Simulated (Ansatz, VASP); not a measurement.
One calculation of NaI, two programs

```xyz
2
Lattice="0.0000 3.2003 3.2003 3.2003 0.0000 3.2003 3.2003 3.2003 0.0000" Properties=species:S:1:pos:R:3 pbc="T T T"
Na   -0.0100   -0.0100   -0.0100
I     3.2003    3.2003    3.2003
```

Change from the starting cell: atom 1 moved by [-0.01, -0.01, -0.01] A.

Alike in both runs: task single point; functional PBEsol; k mesh 8 × 8 × 8; no spin polarisation.

|  | VASP | Ansatz |
| --- | --- | --- |
| version | VASP 6.6.1 | Ansatz 0.2.0 |
| potentials or method | VASP PAW PBE potentials, release 64 (Na_pv, I), cutoff 520 eV | all-electron LAPW, scalar-relativistic |
| occupations | gaussian, width 0.01 eV | fixed |

|  | VASP | Ansatz | Ansatz less VASP |
| --- | --- | --- | --- |
| gap on the k mesh at the Fermi level (eV) | 3.59 | 3.60 | +0.004 |
| pressure (GPa) | 0.1 | 0.0 | -0.03 |
| rms of the force components (eV/Å) | 0.010 | 0.010 | -0.0001 |

VASP's potentials were made for PBE, not for PBEsol. Atom by atom the forces differ by 0.000 eV/Å (rms over components). Ansatz ran all-electron here, and VASP with PAW potentials.

Spin-orbit coupling is off throughout.
